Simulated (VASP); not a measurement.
Set up this calculation in VASP 6.6.1, as the native input.

- Task: single point
- Functional: PBE
- Potentials or basis: VASP PAW PBE potentials, release 64 (Zn, Se)
- Cutoff: 500 eV
- k mesh: 8 × 8 × 8
- Occupations: gaussian, width 0.0167 eV
- Spin: no spin polarisation
- Dipole correction: no
- Further INCAR settings: ALGO = Normal; EDIFF = 1e-06; NBANDS = 16

The structure of ZnSe lies in POSCAR:

```
ZnSe
1.0
    0.0000000000      2.8302510000      2.8302510000
    2.8302510000      0.0000000000      2.8302510000
    2.8302510000      2.8302510000      0.0000000000
Zn Se
1 1
Direct
    0.2500000000      0.2500000000      0.2500000000
    0.0000000000      0.0000000000      0.0000000000
```

These files were run (other wordings do the same):

INCAR

```
SYSTEM = ZnSe
PREC     = Accurate       ! precision mode
ENCUT    = 500            ! plane-wave cutoff, eV
EDIFF    = 1E-6           ! SCF threshold, eV
ISMEAR   = 0              ! smearing method
SIGMA    = 0.0167         ! smearing width, eV
LREAL    = .FALSE.        ! projectors in reciprocal space
LASPH    = .TRUE.         ! aspherical terms in the spheres
NELM     = 120            ! most SCF steps
ALGO     = Normal         ! electronic algorithm
ISIF     = 2              ! what is computed and relaxed
LWAVE    = .FALSE.        ! write WAVECAR
LCHARG   = .TRUE.         ! write CHGCAR
GGA      = PE             ! functional
LELF     = .TRUE.         ! ELF
LVHAR    = .TRUE.       
NBANDS   = 16             ! bands
GGA_COMPAT= .FALSE.
```

KPOINTS

```
Automatic mesh
0
G
  8 8 8
  0 0 0
```

Potentials or basis: VASP PAW PBE potentials, release 64 (Zn, Se).

Run with:

```bash
$ cat potpaw_PBE.64/Zn/POTCAR potpaw_PBE.64/Se/POTCAR > POTCAR
$ mpirun -np 1 vasp_std > vasp.out
```

Results of the run:

| Property | Result |
| --- | --- |
| Pressure | 2.6 GPa |
| Band gap on the k mesh | 1.31 eV, direct |

Wall time 40 s on 1 thread of Intel Xeon 8259CL, with other jobs on the host, peak memory 0.18 GiB.
